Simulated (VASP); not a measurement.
Wanted: the native input for a VASP 6.6.1 run.

- Task: single point
- Functional: PBE
- Potentials or basis: VASP PAW PBE potentials, release 64 (Fe, Pt)
- Cutoff: 520 eV
- k mesh: 6 × 6 × 2
- Occupations: gaussian, width 0.1 eV
- Spin: collinear spin, ferromagnetic start
- Starting moments: [4.0, 4.0, 0.0, 0.0, 0.0, 0.0] μB
- Dipole correction: no
- Further INCAR settings: ALGO = Normal; EDIFF = 1e-06; NBANDS = 41

The structure of FePt2 lies in POSCAR:

```
FePt2
1.0
    3.8773877522      0.0000000000      0.0000000000
   -1.9386938761      3.3579162937      0.0000000000
    0.0000000000      0.0000000000      8.1594627421
Fe Pt
2 4
Direct
    0.3333333333      0.6666666667      0.3297064639
    0.3333333333      0.6666666667      0.6702935361
    0.3333333333      0.6666666667      0.0000000000
    0.6666666667      0.3333333333      0.1776549731
    0.6666666667      0.3333333333      0.5000000000
    0.6666666667      0.3333333333      0.8223450269
```

One way to write it, as run:

INCAR

```
PREC = Accurate
ENCUT = 520
EDIFF = 1E-6
ISMEAR = 0
SIGMA = 0.1
LREAL = F
LASPH = T
NELM = 150
ALGO = Normal
ISIF = 2
LWAVE = F
LCHARG = F
ISPIN = 2
MAGMOM = 4 4 0 0 0 0
LORBIT = 11
LMAXMIX = 4
GGA = PE
NBANDS = 41
```

KPOINTS

```
Automatic mesh
0
Gamma
  6 6 2
```

Potentials or basis: VASP PAW PBE potentials, release 64 (Fe, Pt).

Command:

```bash
$ cat potpaw_PBE.64/Fe/POTCAR potpaw_PBE.64/Pt/POTCAR > POTCAR
$ mpirun -np 1 vasp_std > vasp.out
```

It gave:

```
Pressure                                              : -0.3 GPa
Largest force                                         : 0.010 eV/Å
Net moment                                            : 8.16 μB per cell
Site moments                                          : Fe +3.22; Pt +0.27, +0.38, +0.51 (each value once) μB
Valence electrons inside the program's atomic spheres : Fe 6.89; Pt 9.26, 9.31 (each value once)
```

Caveat: the k points lie up to 0.39 Å⁻¹ apart.

Wall time 80 s on 1 thread of AMD EPYC 9R45 96-Core Processor (Zen 5), on a shared host, peak memory 0.28 GiB.
